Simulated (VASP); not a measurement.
# BAs (I-4m2) in VASP: further runs, part 2 of 2

VASP 6.6.1.

### Step 6. Single point, r2SCAN

This run uses another cell than the first one, of the same volume but with other edges.

Input file POSCAR:

```
BAs
1.0
    0.0000000000      2.4593303279      2.2625839017
    2.4593303279      0.0000000000      2.2625839017
    2.4593303279      2.4593303279      0.0000000000
B As
1 1
Direct
    0.0000000000      0.0000000000      0.0000000000
    0.7500000000      0.7500000000      0.7500000000
```

Input file INCAR.step1:

```
SYSTEM = BAs
PREC     = Accurate       ! precision mode
ENCUT    = 520            ! plane-wave cutoff, eV
ISMEAR   = 0              ! smearing method
SIGMA    = 0.05           ! smearing width, eV
LREAL    = .FALSE.        ! projectors in reciprocal space
LASPH    = .TRUE.         ! aspherical terms in the spheres
NELM     = 100            ! most SCF steps
NBANDS   = 11             ! bands
GGA      = PE             ! functional
ALGO     = Normal         ! electronic algorithm
EDIFF    = 1E-4           ! SCF threshold, eV
LWAVE    = .TRUE.         ! write WAVECAR
LCHARG   = .FALSE.        ! write CHGCAR
```

Input file INCAR.step2:

```
SYSTEM = BAs
PREC     = Accurate       ! precision mode
ENCUT    = 520            ! plane-wave cutoff, eV
EDIFF    = 1E-6           ! SCF threshold, eV
ISMEAR   = 0              ! smearing method
SIGMA    = 0.05           ! smearing width, eV
LREAL    = .FALSE.        ! projectors in reciprocal space
LASPH    = .TRUE.         ! aspherical terms in the spheres
NELM     = 100            ! most SCF steps
ALGO     = Normal         ! electronic algorithm
ISIF     = 2              ! what is computed and relaxed
LWAVE    = .FALSE.        ! write WAVECAR
LCHARG   = .FALSE.        ! write CHGCAR
METAGGA  = R2SCAN         ! meta-GGA
LMIXTAU  = .TRUE.       
NBANDS   = 11             ! bands
ISTART   = 1
```

Input file KPOINTS:

```
regular mesh
0
G
  12 12 12
  0 0 0
```

Potentials or basis: VASP PAW PBE potentials, release 64 (B, As).

The run is started by

```bash
> cat potpaw_PBE.64/B/POTCAR potpaw_PBE.64/As/POTCAR > POTCAR
> cp INCAR.step1 INCAR
> mpirun -np 1 vasp_std > vasp.out
> cp INCAR.step2 INCAR
> mpirun -np 1 vasp_std > vasp.out
```

OUTCAR:

```text
SYSTEM = BAs
   PREC = Accurate
   ENCUT = 520
   EDIFF = 1E-6
   ISMEAR = 0
   LREAL = .FALSE.
   LASPH = .TRUE.
   NELM = 100
   ISIF = 2
   METAGGA = R2SCAN
   ISTART = 1

 ion  position               nearest neighbor table
   1  0.000  0.000  0.000-   2 2.07   2 2.07   2 2.07   2 2.07
   2  0.750  0.750  0.750-   1 2.07   1 2.07   1 2.07   1 2.07

  LATTYP: Found a body centered tetragonal cell.
 ALAT       =     3.4780183041
 C/A-ratio  =     1.3010764774

  Lattice vectors:

 A1 = (   0.0000000000,  -2.4593303279,  -2.2625839017)
 A2 = (   0.0000000000,   2.4593303279,  -2.2625839017)
 A3 = (   2.4593303279,   0.0000000000,   2.2625839017)

Analysis of symmetry for initial positions (statically):
=====================================================================
 Subroutine PRICEL returns:
 Original cell was already a primitive cell.

 Routine SETGRP: Setting up the symmetry group for a
 body centered tetragonal supercell.

 Subroutine GETGRP returns: Found  8 space group operations
 (whereof  8 operations were pure point group operations)
 out of a pool of 16 trial point group operations.

The static configuration has the point symmetry D_2d.

Analysis of symmetry for dynamics (positions and initial velocities):
=====================================================================
 Subroutine PRICEL returns:
 Original cell was already a primitive cell.

 Routine SETGRP: Setting up the symmetry group for a
 body centered tetragonal supercell.

 Subroutine GETGRP returns: Found  8 space group operations
 (whereof  8 operations were pure point group operations)
 out of a pool of 16 trial point group operations.

The dynamic configuration has the point symmetry D_2d.

 Subroutine INISYM returns: Found  8 space group operations
 (whereof  8 operations are pure point group operations),
 and found     1 'primitive' translations

----------------------------------------------------------------------------------------

                                     Primitive cell

  volume of cell :      27.3696

  direct lattice vectors                    reciprocal lattice vectors
     0.000000000  2.459330328  2.262583902    -0.203307378  0.203307378  0.220986280
     2.459330328  0.000000000  2.262583902     0.203307378 -0.203307378  0.220986280
     2.459330328  2.459330328  0.000000000     0.203307378  0.203307378 -0.220986280

  length of vectors
     3.341794664  3.341794664  3.478018304     0.362633032  0.362633032  0.362633032

  position of ions in fractional coordinates (direct lattice)
     0.000000000  0.000000000  0.000000000
     0.750000000  0.750000000  0.750000000

  ion indices of the primitive-cell ions
   primitive index   ion index
                 1           1
                 2           2

----------------------------------------------------------------------------------------

 KPOINTS: regular mesh

Automatic generation of k-mesh.
 Grid dimensions read from file:
 generate k-points for:   12   12   12

 Generating k-lattice:

  Cartesian coordinates                     Fractional coordinates (reciprocal lattice)
    -0.016942281  0.016942281  0.018415523     0.083333333  0.000000000  0.000000000
     0.016942281 -0.016942281  0.018415523     0.000000000  0.083333333  0.000000000
     0.016942281  0.016942281 -0.018415523     0.000000000  0.000000000  0.083333333

  Length of vectors
     0.030219419  0.030219419  0.030219419

  Shift w.r.t. Gamma in fractional coordinates (k-lattice)
     0.000000000  0.000000000  0.000000000

 Subroutine IBZKPT returns following result:
 ===========================================

 Found    163 irreducible k-points:

 Following reciprocal coordinates:
            Coordinates               Weight
  0.000000  0.000000  0.000000      1.000000
  0.083333  0.000000  0.000000      8.000000
  0.166667  0.000000  0.000000      8.000000
  0.250000  0.000000  0.000000      8.000000
  0.333333  0.000000  0.000000      8.000000
  0.416667 -0.000000  0.000000      8.000000
[... 16 lines left out ...]
  0.500000  0.166667  0.000000      8.000000
 -0.416667  0.166667  0.000000      8.000000
 [... further k-points ...]
   k-points           NKPTS =    163   k-points in BZ     NKDIM =    163   number of bands    NBANDS=     11
   number of dos      NEDOS =    301   number of ions     NIONS =      2
   total plane-waves  NPLWV =  21952
   dimension x,y,z NGX =    28 NGY =   28 NGZ =   28
   dimension x,y,z NGXF=    56 NGYF=   56 NGZF=   56
   ions per type =               1   1
   NGX,Y,Z   is equivalent  to a cutoff of  13.93, 13.93, 13.38 a.u.
   NGXF,Y,Z  is equivalent  to a cutoff of  27.86, 27.86, 26.77 a.u.
 SYSTEM =  BAs
   PREC   = accura    normal or accurate (medium, high low for compatibility)
   ISTART =      1    job   : 0-new  1-cont  2-samecut
   ICHARG =      0    charge: 1-file 2-atom 10-const
   ISPIN  =      1    spin polarized calculation?
   LNONCOLLINEAR =      F non collinear calculations
   LSORBIT =      F    spin-orbit coupling
   LASPH  =      T    aspherical Exc in radial PAW
   ENCUT  =  520.0 eV  38.22 Ry    6.18 a.u.   6.21  6.21  6.47*2*pi/ulx,y,z
   NELM   =    100;   NELMIN=  2; NELMDL=  0     # of ELM steps
   EDIFF  = 0.1E-05   stopping-criterion for ELM
   LREAL  =      F    real-space projection
   EDIFFG = 0.1E-04   stopping-criterion for IOM
   NSW    =      0    number of steps for IOM
   IBRION =     -1    ionic relax: 0-MD 1-quasi-New 2-CG
   NFREE  =      0    steps in history (QN), initial steepest desc. (CG)
   ISIF   =      2    stress and relaxation
   ISYM   =      2    0-nonsym 1-usesym 2-fastsym
   POTIM  = 0.5000    time-step for ionic-motion
   TEBEG  =    0.0;   TEEND  =   0.0 temperature during run
   PSTRESS=    0.0 pullay stress
   NELECT =       8.0000    total number of electrons
   NUPDOWN=      -1.0000    fix difference up-down
   EMIN   =  10.00;   EMAX   =-10.00  energy-range for DOS
   EFERMI =   0.00;   METHOD = LEGACY
   ISMEAR =     0;   SIGMA  =   0.05  broadening in eV -4-tet -1-fermi 0-gaus
   EFERMI_NEDOS =   21; number of points for ismear=-14 and -15
   IALGO  =     38    algorithm
   IMIX   =      4    mixing-type and parameters
     AMIX     =   0.40;   BMIX     =  1.00
     AMIX_MAG =   1.60;   BMIX_MAG =  1.00
  volume/ion in A,a.u.               =      13.68        92.35
  Fermi-wavevector in a.u.,A,eV,Ry     =   1.086464  2.053119 16.060373  1.180404
  Thomas-Fermi vector in A             =   2.222601
   LORBIT       =      0    0 simple, 1 ext, 2 COOP (PROOUT), +10 PAW based schemes
   METAGGA = R2SCAN    functional components
   LHFCALC =     F    Hartree Fock is set to
   AEXX    =    0.0000 exact exchange contribution
   IVDW    =     0    specifies the selected vdW correction
   LEPSILON=     F    determine dielectric tensor
   LRPA    =     F    only Hartree local field effects (RPA)
 non-spin polarized calculation
 Gauss-broadening in eV      SIGMA  =   0.05
  energy-cutoff  :      520.00
  volume of cell :       27.37
 maximum number of plane-waves:       760
 NGX is ok and might be reduce to    28

 number of electron       8.0000000 magnetization

 Free energy of the ion-electron system (eV)
  ---------------------------------------------------
  ext. energy  EPLUGINS =         0.00000000
  ---------------------------------------------------
  free energy    TOTEN  =       -22.17554638 eV

  energy without entropy =      -22.17553588  energy(sigma->0) =      -22.17554113

 E-fermi :   6.5564     XC(G=0): -11.1197

 val. band max:        6.5015255076   @ k =   0.0000   0.0000   0.0000
 cond. band min:       6.6227676113   @ k =   0.4167   0.4167   0.0000
 fundamental gap:      0.1212421037
 Fermi energy:         6.5563749389

 k-point     1 :       0.0000    0.0000    0.0000
  band No.  band energies     occupation
      1     -10.1312      2.00000
      2       5.7203      2.00000
      3       5.7203      2.00000
      4       6.5015      1.87919
      5       9.0711      0.00000
      6       9.6667      0.00000
      7       9.6667      0.00000
      8      11.0012      0.00000
      9      16.3800      0.00000
     10      18.2770      0.00000
     11      20.0812      0.00000
[... 309 lines left out ...]
 k-point    24 :      -0.4167    0.1667    0.0000
  band No.  band energies     occupation
      1      -6.8119      2.00000
      2      -2.7295      2.00000
      3       2.3606      2.00000
      4       2.9894      2.00000
      5       8.8089      0.00000
      6      12.1554      0.00000
      7      12.3512      0.00000
      8      15.4829      0.00000
      9      18.0391      0.00000
     10      19.7203      0.00000
     11      21.8338      0.00000

 [... further k-points ...]
[... 5 lines left out ...]
  --------------------------------------------------------------------------------------
  -------------------------------------------------------------------------------------
  Total       -0.8928459     -0.8928459      1.8841397      0.0000000     -0.0000000      0.0000000
  in kB      -52.2659301    -52.2659301    110.2948565      0.0000000     -0.0000000      0.0000000
  external PRESSURE =       1.9209987 kB  Pullay stress =       0.0000000 kB

 VOLUME and BASIS-vectors are now :
 -----------------------------------------------------------------------------
  energy-cutoff  :      520.00
  volume of cell :       27.37
      direct lattice vectors                 reciprocal lattice vectors
     0.000000000  2.459330328  2.262583902    -0.203307378  0.203307378  0.220986280
     2.459330328  0.000000000  2.262583902     0.203307378 -0.203307378  0.220986280
     2.459330328  2.459330328  0.000000000     0.203307378  0.203307378 -0.220986280

 POSITION                                       TOTAL-FORCE (eV/Angst)
 -----------------------------------------------------------------------------------
      0.00000      0.00000      0.00000         0.000000     -0.000000     -0.000000
      3.68900      3.68900      3.39388         0.000000      0.000000      0.000000
 -----------------------------------------------------------------------------------
    total drift:                               -0.000000     -0.000000      0.000000

  FREE ENERGIE OF THE ION-ELECTRON SYSTEM (eV)
  ---------------------------------------------------
  free  energy   TOTEN  =       -22.1755463781 eV

  energy  without entropy=      -22.1755358772  energy(sigma->0) =      -22.17554113
```

It took 2.7 min on 1 thread of Intel Xeon Platinum 8488C (Sapphire Rapids), shared host; peak memory 0.2 GiB.

Results:

```
Free energy            : -22.1755 eV
Pressure               : 0.2 GPa
Band gap on the k mesh : 0.12 eV (least direct gap 2.57 eV)
```

Levels at points of the mesh, in eV from the valence-band top:
| k point | band 1 | band 2 | band 3 | band 4 | band 5 | band 6 | band 7 | band 8 |
| --- | --- | --- | --- | --- | --- | --- | --- | --- |
| (0.00, 0.00, 0.00) | -16.63 | -0.78 | -0.78 | 0.00 | 2.57 | 3.17 | 3.17 | 4.50 |
| (0.50, 0.00, 0.00) | -13.61 | -9.72 | -2.93 | -1.97 | 2.09 | 4.19 | 5.23 | 9.15 |
| (0.50, 0.50, 0.00) | -11.73 | -9.07 | -5.33 | -5.33 | 0.45 | 0.48 | 11.60 | 11.60 |
| (0.50, 0.00, 0.50) | -12.42 | -9.78 | -4.57 | -4.43 | 1.47 | 1.57 | 10.74 | 11.81 |

Caveat: the PAW data sets were made with another functional, which shifts forces and pressure a little. A k mesh can miss the band edges.

### Step 7. The runs side by side

| cell | gap on the mesh (eV) | pressure (GPa) |
| --- | --- | --- |
| a = 3.314, b = 3.314, c = 3.571 Å, angles 57.4, 57.4, 65.2°, 2 atoms | none | -0.2 |
| a = 3.516, b = 3.516, c = 3.183 Å, angles 63.1, 63.1, 53.8°, 2 atoms | none | 0.5 |
| a = 3.295, b = 3.295, c = 3.675 Å, angles 56.1, 56.1, 67.8°, 2 atoms | none | -1.1 |
| a = 3.595, b = 3.595, c = 3.099 Å, angles 64.5, 64.5, 51.1°, 2 atoms | none | 1.2 |
| a = 3.342, b = 3.342, c = 3.478 Å, angles 58.6, 58.6, 62.7°, 2 atoms | 0.12 | 0.2 |

Alike in all rows: task single point; level r2SCAN; potentials or basis VASP PAW PBE potentials, release 64 (B, As); no spin polarisation; k mesh 12 × 12 × 12; cutoff (eV) 520; smearing gaussian 0.05 eV.

Caveats: the PAW data sets were made with another functional, which shifts forces and pressure a little; semilocal functionals underestimate gaps, so a narrow gap can read as zero (at least some runs).

Absolute energies hang on the potentials; compare differences alone.
